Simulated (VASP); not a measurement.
## CaAl4O: single point with PBE

CaAl4O:

```
CELL_PARAMETERS angstrom
2.62043 -4.40716 0.00000
2.62043 4.40716 0.00000
0.00000 0.00000 4.21360
ATOMIC_POSITIONS crystal
Ca 0.00000 0.00000 0.00000
Al 0.66849 0.33151 0.00000
Al 0.33151 0.66849 0.00000
Al 0.50000 0.00000 0.50000
Al 0.00000 0.50000 0.50000
O 0.50000 0.50000 0.50000
```

```json
{
 "Program": "VASP 6.6.1",
 "Task": "single point",
 "Functional": "PBE",
 "Potentials or basis": "VASP PAW PBE potentials, release 64 (Ca_sv, Al, O)",
 "Cutoff": "520 eV",
 "k mesh": "4 × 4 × 4",
 "Occupations": "gaussian, width 0.1 eV",
 "Spin": "no spin polarisation"
}
```

```
Pressure               : 10.2 GPa
Largest force          : 0.873 eV/Å
Band gap on the k mesh : zero (band 14 reaches 7.67 eV, above the bottom of band 15 at 6.44 eV)
```

Forces in eV/Å, atoms in the order of the input:
```
Ca   0.000  0.000  0.000
Al   0.000  0.873  0.000
Al   0.000 -0.873  0.000
Al   0.000  0.000  0.000
Al   0.000  0.000  0.000
O    0.000  0.000  0.000
```

Stress tensor (GPa, compression positive):
```
12.49  0.00  0.00
 0.00  1.09  0.00
 0.00  0.00 17.03
```

Levels at points of the mesh, in eV from the Fermi level:
| k point | band 11 | band 12 | band 13 | band 14 | band 15 | band 16 | band 17 | band 18 |
| --- | --- | --- | --- | --- | --- | --- | --- | --- |
| (0.00, 0.00, 0.00) | -2.90 | -2.73 | -1.36 | -0.68 | 0.51 | 1.36 | 1.56 | 1.81 |
| (0.50, 0.00, 0.00) | -2.66 | -1.42 | -1.11 | -0.97 | 0.25 | 0.40 | 1.49 | 2.18 |
| (0.50, 0.50, 0.00) | -3.80 | -2.84 | -2.40 | -0.03 | 0.19 | 0.42 | 1.05 | 1.91 |
| (0.00, 0.00, 0.50) | -3.42 | -2.46 | -2.09 | -1.70 | 0.59 | 0.85 | 1.28 | 1.95 |
| (0.50, 0.00, 0.50) | -4.03 | -2.46 | -0.85 | -0.11 | 0.66 | 1.21 | 1.97 | 2.34 |
| (0.50, 0.50, 0.50) | -3.12 | -2.93 | -1.71 | -1.14 | -0.45 | -0.38 | 1.23 | 3.49 |

Run time: 41 s on 1 thread of Intel(R) Xeon(R) Platinum 8488C (Sapphire Rapids), on a shared host, peak memory 0.23 GiB.

Caveat: the k points lie up to 0.37 Å⁻¹ apart.
